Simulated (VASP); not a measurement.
ZrCd, 4 atoms in the cell. The structure is tetragonal, space group P4/nmm (No. 129). The conventional cell has a = 2.905 Å, b = 2.905 Å, c = 8.530 Å, α = 90.00°, β = 90.00°, γ = 90.00°. Zr (site symmetry 4mm) has 8 Zr at 2.90 to 3.01 Å and 4 Cd at 2.99 Å within 3.8 Å. Within 3.8 Å of Cd (site symmetry 4mm) lie 8 Cd at 2.86 to 2.90 Å and 4 Zr at 2.99 Å. 

* Program: VASP 6.6.1
* Task: single point
* Functional: PBEsol
* Potentials or basis: VASP PAW PBE potentials, release 64 (Zr_sv, Cd)
* Cutoff: 520 eV
* k mesh: 7 × 7 × 3
* Occupations: methfessel-paxton, width 0.15 eV
* Spin: no spin polarisation
* Dipole correction: no
* Further INCAR settings: ALGO = Normal; EDIFF = 1e-06; NBANDS = 32

Potentials or basis: VASP PAW PBE potentials, release 64 (Zr_sv, Cd).

The run is started by

```console
$ cat potpaw_PBE.64/Zr_sv/POTCAR potpaw_PBE.64/Cd/POTCAR > POTCAR
$ mpirun -np 1 vasp_std > vasp.out
```

Hardware: 1 thread of AMD EPYC 9R45 96-Core Processor (Zen 5) (shared host).

Q: How long does it take, and how much memory?

A: It took 29 s on 1 thread of AMD EPYC 9R45 96-Core Processor (Zen 5), on a shared host, peak memory 0.17 GiB. Counts: scf iterations 14, k points 20.
